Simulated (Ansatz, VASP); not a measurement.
**Two plane-wave programs on C**

Contents of INCAR:

```
PREC     = Accurate       # precision mode
ENCUT    = 520            # plane-wave cutoff, eV
EDIFF    = 1E-7           # SCF threshold, eV
ISMEAR   = 0              # smearing method
SIGMA    = 0.05           # smearing width, eV
LREAL    = False          # projectors in reciprocal space
LASPH    = True           # aspherical terms in the spheres
NELM     = 60             # most SCF steps
ALGO     = Normal         # electronic algorithm
ISIF     = 2              # what is computed and relaxed
LWAVE    = False          # write WAVECAR
LCHARG   = False          # write CHGCAR
GGA      = PE             # functional
IVDW     = 12             # dispersion correction
NBANDS   = 11             # bands
```

Contents of KPOINTS:

```
Automatic mesh
0
Gamma
  15 15 15
```

POSCAR

```
C
1.0
    1.2324984681      0.7115833223      3.3613878357
   -1.2324984681      0.7115833223      3.3613878357
    0.0000000000     -1.4231666447      3.3613878357
C
2
Direct
    0.1560557091      0.1560557091      0.1876753372
    0.8439442909      0.8439442909      0.8123246628
```

Input for Ansatz:

```yaml
crystal:
  lattice:
    - [1.2324984681, 0.7115833223, 3.3613878357]
    - [-1.2324984681, 0.7115833223, 3.3613878357]
    - [0.0, -1.4231666447, 3.3613878357]
  atoms:
    - { symbol: C, position: [0.1560557091, 0.1560557091, 0.1876753372] }
    - { symbol: C, position: [0.8439442909, 0.8439442909, 0.8123246628] }
basis:
  ecutwfc: 520.0
kpoints:
  mp_grid: { grid: [15, 15, 15] }
hamiltonian:
  xc: pbe
  dispersion: d3bj
scf:
  occupations: { method: gaussian, width: 0.05 }
output:
  forces: true
  stress: true
  eigenvalues: true
```

Change from the starting cell: mode 4 frozen in at +0.000 Å and mode 6 at -0.045 Å (largest displacements).

Alike in both runs: task single point; functional PBE; dispersion D3(BJ); k mesh 15 × 15 × 15; occupations gaussian, width 0.05 eV; no spin polarisation.

```csv
,VASP,Ansatz
version,VASP 6.6.1,Ansatz 0.2.0
potentials or method,"VASP PAW PBE potentials, release 64 (C), cutoff 520 eV","scalar-relativistic, plane waves, PAW"
valence electrons in the cell,8,8
```

```tsv
	VASP	Ansatz	Ansatz less VASP
gap on the k mesh at the Fermi level (eV)	0.46	0.46	+0.001
least direct gap on the mesh (eV)	0.48	0.48	+0.001
pressure (GPa)	4.5	4.1	-0.38
traceless stress, the component that is largest in VASP (GPa)	12.89	12.50	-0.391
rms of the force components (eV/Å)	3.101	3.094	-0.0064
```

Atom by atom the forces differ by 0.006 eV/Å (rms over components).
